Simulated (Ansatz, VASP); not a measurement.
**Two plane-wave programs on HfO2**

```xyz
3
Lattice="-0.5542 2.3125 2.3125 2.3125 -0.5542 2.3125 2.3125 2.3125 -0.5542" Properties=species:S:1:pos:R:3 pbc="T T T"
Hf    0.0000    0.0000    0.0000
O     1.0177    1.0177    1.0177
O     3.0531    3.0531    3.0531
```

Alike in both runs: task single point; functional PBE; k mesh 8 × 8 × 8; occupations gaussian, width 0.05 eV; no spin polarisation.

|  | VASP | Ansatz |
| --- | --- | --- |
| version | VASP 6.6.1 | Ansatz 0.2.0 |
| potentials or method | VASP PAW PBE potentials, release 64 (Hf_pv, O), cutoff 520 eV | scalar-relativistic, plane waves, PAW |
| valence electrons in the cell | 22 | 38 |

```csv
,VASP,Ansatz,Ansatz less VASP
gap on the k mesh at the Fermi level (eV),3.78,3.66,-0.117
least direct gap on the mesh (eV),4.00,3.90,-0.098
rms of the force components (eV/Å),4.845,4.895,+0.0503
```

Atom by atom the forces differ by 0.050 eV/Å (rms over components). VASP's potentials hold 22 valence electrons a cell and Ansatz's 38, so a difference there can come from the potentials and not from the codes.

Neither program's run includes spin-orbit coupling.
